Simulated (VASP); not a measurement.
# CdC2: single point with PBEsol

Crystal: CdC2.

```
CELL_PARAMETERS angstrom
-1.77729 1.77729 2.76445
1.77729 -1.77729 2.76445
1.77729 1.77729 -2.76445
ATOMIC_POSITIONS crystal
Cd 0.00000 0.00000 0.00000
C 0.61283 0.61283 0.00000
C 0.38717 0.38717 0.00000
```

```
Program                : VASP 6.6.1
Task                   : single point
Functional             : PBEsol
Potentials or basis    : VASP PAW PBE potentials, release 64 (Cd_sv_GW, C)
Cutoff                 : 700 eV
k mesh                 : 8 × 8 × 8
Occupations            : gaussian, width 0.01 eV
Spin                   : no spin polarisation
Dipole correction      : no
Further INCAR settings : ALGO = Normal; EDIFF = 1e-06; NBANDS = 21
```

```json
{
 "Pressure": "22.1 GPa",
 "Largest force": "0.141 eV/Å",
 "Band gap on the k mesh": "1.91 eV (least direct gap 2.87 eV)"
}
```

Forces on the atoms (eV/Å):
```
Cd   0.000  0.000  0.000
C    0.000  0.000  0.141
C    0.000  0.000 -0.141
```

Stress tensor (GPa, compression positive):
```
21.92  0.00  0.00
 0.00 21.92  0.00
 0.00  0.00 22.40
```

Levels at points of the mesh, in eV from the valence-band top:
```
           k point  band 12  band 13  band 14  band 15  band 16  band 17
(0.00, 0.00, 0.00)    -3.79    -2.57    -2.57     3.78     3.78     7.02
(0.50, 0.00, 0.00)    -4.09    -1.68    -1.56     2.99     3.61     6.09
(0.50, 0.50, 0.00)    -5.76    -3.80    -3.27     1.91     5.82     6.43
(0.50, 0.50, 0.50)    -4.28    -4.28    -1.40     2.59     6.42     6.42
```

Wall time 28 s on 1 thread of Intel(R) Xeon(R) 6975P-C (Granite Rapids), with other jobs on the host, peak memory 0.23 GiB.

Caveat: the cell stands under pressure; the PAW data sets were made with another functional, which shifts forces and pressure a little. A k mesh can miss the band edges.
